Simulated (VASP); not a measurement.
Set up this calculation in VASP 6.6.1, as the native input.

```yaml
Task: single point
Functional: HSE06
Potentials_or_basis: VASP PAW PBE potentials, release 64 (Hf_pv, S)
Cutoff: 400 eV
k_mesh: 6 × 6 × 4
Occupations: gaussian, width 0.01 eV
Spin: no spin polarisation
Dipole_correction: no
Grid_for_exact_exchange_PRECFOCK: Normal
Further_INCAR_settings: ALGO = Normal; EDIFF = 1e-06; NBANDS = 18
Share_of_exact_exchange: 0.25
Screening_parameter: 0.2079 1/Å
```

HfS2:

```
Hf S
1.0
     3.63029    0.00000    0.00000
    -1.81515    3.14393    0.00000
     0.00000    0.00000    5.87835
Hf S
1 2
Direct
  0.00000 0.00000 0.00000
  0.33333 0.66667 0.24463
  0.66667 0.33333 0.75537
```

One way to write it, as run:

POSCAR

```
HfS2
1.0
    3.6302934612      0.0000000000      0.0000000000
   -1.8151467306      3.1439263606      0.0000000000
    0.0000000000      0.0000000000      5.8783536162
Hf S
1 2
Direct
    0.0000000000      0.0000000000      0.0000000000
    0.3333333333      0.6666666667      0.2446282338
    0.6666666667      0.3333333333      0.7553717662
```

INCAR.step1

```
  PREC = Accurate
  ENCUT = 400
  EDIFF = 1E-5
  ISMEAR = 0
  SIGMA = 0.01
  LREAL = False
  LASPH = True
  NELM = 120
  ALGO = Normal
  ISIF = 2
  LWAVE = True
  NBANDS = 18
  GGA = PE
  GGA_COMPAT = False
```

INCAR.step2

```
  PREC = Accurate
  ENCUT = 400
  EDIFF = 1E-6
  ISMEAR = 0
  SIGMA = 0.01
  LREAL = False
  LASPH = True
  NELM = 120
  ALGO = Normal
  ISIF = 2
  LWAVE = False
  LCHARG = True
  GGA = PE
  LHFCALC = True
  HFSCREEN = 0.2079
  PRECFOCK = Normal
  LELF = True
  LVHAR = True
  NBANDS = 18
  ISTART = 1
  GGA_COMPAT = False
```

KPOINTS

```
Automatic mesh
0
Gamma
  6 6 4
```

Potentials or basis: VASP PAW PBE potentials, release 64 (Hf_pv, S).

The run is started by

```sh
$ cat potpaw_PBE.64/Hf_pv/POTCAR potpaw_PBE.64/S/POTCAR > POTCAR
$ cp INCAR.step1 INCAR
$ mpirun -np 1 vasp_std > vasp.out
$ cp INCAR.step2 INCAR
$ mpirun -np 1 vasp_std > vasp.out
```

It gave:

```json
{
  "Pressure": "-0.1 GPa",
  "Largest force": "0.200 eV/Å",
  "Band gap on the k mesh": "1.85 eV (least direct gap 2.80 eV)"
}
```

Caveat: the PAW data sets were made with another functional, which shifts forces and pressure a little; spin-orbit coupling is left out, which moves the levels of the heavy elements; this functional lacks dispersion, which binds layers or chains, so the pressure and a relaxed spacing across them are unreliable.

Wall time 56 min on 1 thread of Intel(R) Xeon(R) Platinum 8259CL CPU @ 2.50GHz (Skylake/Cascade Lake) (shared host), peak memory 0.28 GiB.
